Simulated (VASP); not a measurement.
# Ni (Fm-3m) in VASP: notebook, part 3 of 3

VASP 6.6.1. The steps go on from the part before.

## 4. Relaxation of cell and atoms, PBEsol, collinear spin, ferromagnetic start

Input file INCAR:

```
SYSTEM = Ni
ALGO     = Normal         ! electronic algorithm
EDIFF    = 1E-6           ! SCF threshold, eV
EDIFFG   = -0.05          ! ionic threshold
ENCUT    = 600            ! plane-wave cutoff, eV
GGA      = PS             ! functional
IBRION   = 2              ! ionic algorithm
ISIF     = 3              ! what is computed and relaxed
ISMEAR   = 0              ! smearing method
ISPIN    = 2              ! spin polarisation
LASPH    = .True.         ! aspherical terms in the spheres
LCHARG   = .False.        ! write CHGCAR
LMAXMIX  = 4              ! l up to which the mixer works
LORBIT   = 11             ! projections on sites
LREAL    = .False.        ! projectors in reciprocal space
LWAVE    = .False.        ! write WAVECAR
MAGMOM   = 0.81           ! initial moments
NELM     = 150            ! most SCF steps
NSW      = 100            ! ionic steps
PREC     = Accurate       ! precision mode
SIGMA    = 0.1            ! smearing width, eV
```

Input file KPOINTS:

```
k-points
0
Gamma
  10 10 10
  0 0 0
```

Input file POSCAR:

```
Ni
1.0
    0.0000000000      1.7679500000      1.7679500000
    1.7679500000      0.0000000000      1.7679500000
    1.7679500000      1.7679500000      0.0000000000
Ni
1
Direct
    0.0000000000      0.0000000000      0.0000000000
```

Potentials or basis: VASP PAW PBE potentials, release 64 (Ni).

Run with:

```bash
> cat potpaw_PBE.64/Ni/POTCAR > POTCAR
> mpirun -np 1 vasp_std > vasp.out
```

OUTCAR:

```text
SYSTEM = Ni
   EDIFF = 1E-6
   EDIFFG = -0.05
   ENCUT = 600
   GGA = PS
   IBRION = 2
   ISIF = 3
   ISMEAR = 0
   ISPIN = 2
   LASPH = .True.
   LORBIT = 11
   LREAL = .False.
   NELM = 150
   NSW = 100
   PREC = Accurate

 ion  position               nearest neighbor table
   1  0.000  0.000  0.000-

  LATTYP: Found a face centered cubic cell.
 ALAT       =     3.5359000000

  Lattice vectors:

 A1 = (   0.0000000000,   1.7679500000,   1.7679500000)
 A2 = (   1.7679500000,   0.0000000000,   1.7679500000)
 A3 = (   1.7679500000,   1.7679500000,   0.0000000000)

Analysis of symmetry for initial positions (statically):
=====================================================================
 Subroutine PRICEL returns:
 Original cell was already a primitive cell.

 Routine SETGRP: Setting up the symmetry group for a
 face centered cubic supercell.

 Subroutine GETGRP returns: Found 48 space group operations
 (whereof 48 operations were pure point group operations)
 out of a pool of 48 trial point group operations.

The static configuration has the point symmetry O_h .

Analysis of symmetry for dynamics (positions and initial velocities):
=====================================================================
 Subroutine PRICEL returns:
 Original cell was already a primitive cell.

 Routine SETGRP: Setting up the symmetry group for a
 face centered cubic supercell.

 Subroutine GETGRP returns: Found 48 space group operations
 (whereof 48 operations were pure point group operations)
 out of a pool of 48 trial point group operations.

The dynamic configuration has the point symmetry O_h .

Analysis of structural, dynamic, and magnetic symmetry:
=====================================================================
 Subroutine PRICEL returns:
 Original cell was already a primitive cell.

 Routine SETGRP: Setting up the symmetry group for a
 face centered cubic supercell.

 Subroutine GETGRP returns: Found 48 space group operations
 (whereof 48 operations were pure point group operations)
 out of a pool of 48 trial point group operations.

The overall configuration has the point symmetry O_h .

 Subroutine INISYM returns: Found 48 space group operations
 (whereof 48 operations are pure point group operations),
 and found     1 'primitive' translations

----------------------------------------------------------------------------------------

                                     Primitive cell

  volume of cell :      11.0520

  direct lattice vectors                    reciprocal lattice vectors
     0.000000000  1.767950000  1.767950000    -0.282813428  0.282813428  0.282813428
     1.767950000  0.000000000  1.767950000     0.282813428 -0.282813428  0.282813428
     1.767950000  1.767950000  0.000000000     0.282813428  0.282813428 -0.282813428

  length of vectors
     2.500258868  2.500258868  2.500258868     0.489847226  0.489847226  0.489847226

  position of ions in fractional coordinates (direct lattice)
     0.000000000  0.000000000  0.000000000

  ion indices of the primitive-cell ions
   primitive index   ion index
                 1           1

[... 59 lines left out ...]
   NGX,Y,Z   is equivalent  to a cutoff of  13.30, 13.30, 13.30 a.u.
   NGXF,Y,Z  is equivalent  to a cutoff of  26.60, 26.60, 26.60 a.u.
 SYSTEM =  Ni
   PREC   = accura    normal or accurate (medium, high low for compatibility)
   ISTART =      0    job   : 0-new  1-cont  2-samecut
   ICHARG =      2    charge: 1-file 2-atom 10-const
   ISPIN  =      2    spin polarized calculation?
   LNONCOLLINEAR =      F non collinear calculations
   LSORBIT =      F    spin-orbit coupling
   LASPH  =      T    aspherical Exc in radial PAW
   ENCUT  =  600.0 eV  44.10 Ry    6.64 a.u.   4.99  4.99  4.99*2*pi/ulx,y,z
   NELM   =    150;   NELMIN=  2; NELMDL= -5     # of ELM steps
   EDIFF  = 0.1E-05   stopping-criterion for ELM
   LREAL  =      F    real-space projection
   EDIFFG = -.5E-01   stopping-criterion for IOM
   NSW    =    100    number of steps for IOM
   IBRION =      2    ionic relax: 0-MD 1-quasi-New 2-CG
   NFREE  =      1    steps in history (QN), initial steepest desc. (CG)
   ISIF   =      3    stress and relaxation
   ISYM   =      2    0-nonsym 1-usesym 2-fastsym
   POTIM  = 0.5000    time-step for ionic-motion
   TEBEG  =    0.0;   TEEND  =   0.0 temperature during run
   PSTRESS=    0.0 pullay stress
   NELECT =      10.0000    total number of electrons
   NUPDOWN=      -1.0000    fix difference up-down
   EMIN   =  10.00;   EMAX   =-10.00  energy-range for DOS
   EFERMI =   0.00;   METHOD = LEGACY
   ISMEAR =     0;   SIGMA  =   0.10  broadening in eV -4-tet -1-fermi 0-gaus
   EFERMI_NEDOS =   21; number of points for ismear=-14 and -15
   IALGO  =     38    algorithm
   IMIX   =      4    mixing-type and parameters
     AMIX     =   0.40;   BMIX     =  1.00
     AMIX_MAG =   1.60;   BMIX_MAG =  1.00
  volume/ion in A,a.u.               =      11.05        74.58
  Fermi-wavevector in a.u.,A,eV,Ry     =   1.583415  2.992221 34.112584  2.507204
  Thomas-Fermi vector in A             =   2.683189
   LORBIT       =     11    0 simple, 1 ext, 2 COOP (PROOUT), +10 PAW based schemes
   GGA     = PS    functional components
   LHFCALC =     F    Hartree Fock is set to
   AEXX    =    0.0000 exact exchange contribution
   IVDW    =     0    specifies the selected vdW correction
   LEPSILON=     F    determine dielectric tensor
   LRPA    =     F    only Hartree local field effects (RPA)
 conjugate gradient relaxation of ions
 spin polarized calculation
 Gauss-broadening in eV      SIGMA  =   0.10
  energy-cutoff  :      600.00
  volume of cell :       11.05
 maximum number of plane-waves:       377
   NGX =  9   NGY =  9   NGZ =  9

--------------------------------------- Ionic step        1  -------------------------------------------

 number of electron      10.0000010 magnetization       0.7210984

 Free energy of the ion-electron system (eV)
  ---------------------------------------------------
  ext. energy  EPLUGINS =         0.00000000
  ---------------------------------------------------
  free energy    TOTEN  =        -6.11450317 eV

  energy without entropy =       -6.10568853  energy(sigma->0) =       -6.11009585

------------------------ aborting loop because EDIFF is reached ----------------------------------------

  FORCE on cell =-STRESS in cart. coord.  units (eV):
  Direction    XX          YY          ZZ          XY          YZ          ZX
  --------------------------------------------------------------------------------------
  -------------------------------------------------------------------------------------
  Total       -0.8235297     -0.8235297     -0.8235297      0.0000000      0.0000000      0.0000000
  in kB     -119.3850445   -119.3850445   -119.3850445      0.0000000      0.0000000      0.0000000
  external PRESSURE =    -119.3850445 kB  Pullay stress =       0.0000000 kB
[... 22 lines left out ...]
--------------------------------------- Ionic step        2  -------------------------------------------

 number of electron      10.0000001 magnetization       0.6827391

 E-fermi :  10.7850     XC(G=0): -14.0773

 val. band max:       10.7796941070   @ k =   0.5000   0.3000   0.1000
 cond. band min:      10.7984430004   @ k =   0.4000   0.0000   0.0000
 fundamental gap:      0.0187488933
 Fermi energy:        10.7850374264

 spin component 1

 k-point     1 :       0.0000    0.0000    0.0000
  band No.  band energies     occupation
      1       0.9371      1.00000
      2       8.0148      1.00000
      3       8.0148      1.00000
      4       8.0148      1.00000
      5       9.3801      1.00000
      6       9.3801      1.00000
      7      35.3533      0.00000
      8      40.0332      0.00000
      9      40.0332      0.00000
[... 602 lines left out ...]
--------------------------------------- Ionic step        3  -------------------------------------------

 number of electron       9.9999996 magnetization       0.7069450

 Free energy of the ion-electron system (eV)
  ---------------------------------------------------
  ext. energy  EPLUGINS =         0.00000000
  ---------------------------------------------------
  free energy    TOTEN  =        -6.14000043 eV

  energy without entropy =       -6.13141446  energy(sigma->0) =       -6.13570745

 E-fermi :   9.8399     XC(G=0): -13.7013

 val. band max:        9.8308128811   @ k =  -0.4000   0.2000   0.0000
 cond. band min:       9.8445959696   @ k =   0.5000   0.3000   0.1000
 fundamental gap:      0.0137830885
 Fermi energy:         9.8399435493

 spin component 1

 k-point     1 :       0.0000    0.0000    0.0000
  band No.  band energies     occupation
      1       0.4442      1.00000
      2       7.2277      1.00000
      3       7.2277      1.00000
      4       7.2277      1.00000
      5       8.4811      1.00000
      6       8.4811      1.00000
      7      33.8925      0.00000
      8      38.0767      0.00000
      9      38.0767      0.00000
[... 596 lines left out ...]
  FREE ENERGIE OF THE ION-ELECTRON SYSTEM (eV)
  ---------------------------------------------------
  free  energy   TOTEN  =        -6.1400004336 eV

  energy  without entropy=       -6.1314144608  energy(sigma->0) =       -6.13570745

 reached required accuracy - stopping structural energy minimisation

 total charge

# of ion       s       p       d       tot
------------------------------------------
    1        0.522   0.546   8.327   9.395

 magnetization (x)

# of ion       s       p       d       tot
------------------------------------------
    1       -0.003  -0.021   0.736   0.711
```

It took 34 s on 1 thread of Intel Xeon Platinum 8259CL at 2.50GHz (Skylake/Cascade Lake), shared host; peak memory 0.14 GiB.

What came out:

| Quantity | Value |
| --- | --- |
| Free energy | -6.1400 eV |
| Relaxed volume | 10.41 Å³/atom |
| Relaxed cell | a = 2.451 Å, b = 2.451 Å, c = 2.451 Å, α = 60.00°, β = 60.00°, γ = 60.00° |
| Space group after relaxing (to 0.05 Å) | Fm-3m (No. 225) |
| Energy gained by relaxing | 25.5 meV/atom |
| Ionic steps | 3 |
| Pressure after relaxing | -0.3 GPa |
| Net moment | 0.71 μB per cell |
| Site moments | Ni +0.71 μB |
| Valence electrons inside the program's atomic spheres | Ni 9.39 |

Step by step:
| step | energy change (eV) | largest force (eV/Å) | pressure (GPa) | volume (Å³) |
| --- | --- | --- | --- | --- |
| 1 | 0.0000 | 0.0000 | -11.94 | 11.05 |
| 2 | 0.0034 | 0.0000 | 16.04 | 9.79 |
| 3 | -0.0255 | 0.0000 | -0.35 | 10.41 |

Final structure:
```xyz
1
Lattice="0.0000 1.7330 1.7330 1.7330 0.0000 1.7330 1.7330 1.7330 0.0000" Properties=species:S:1:pos:R:3 pbc="T T T"
Ni    0.0000    0.0000    0.0000
```

Caveat: the PAW data sets were made with another functional, which shifts forces and pressure a little.
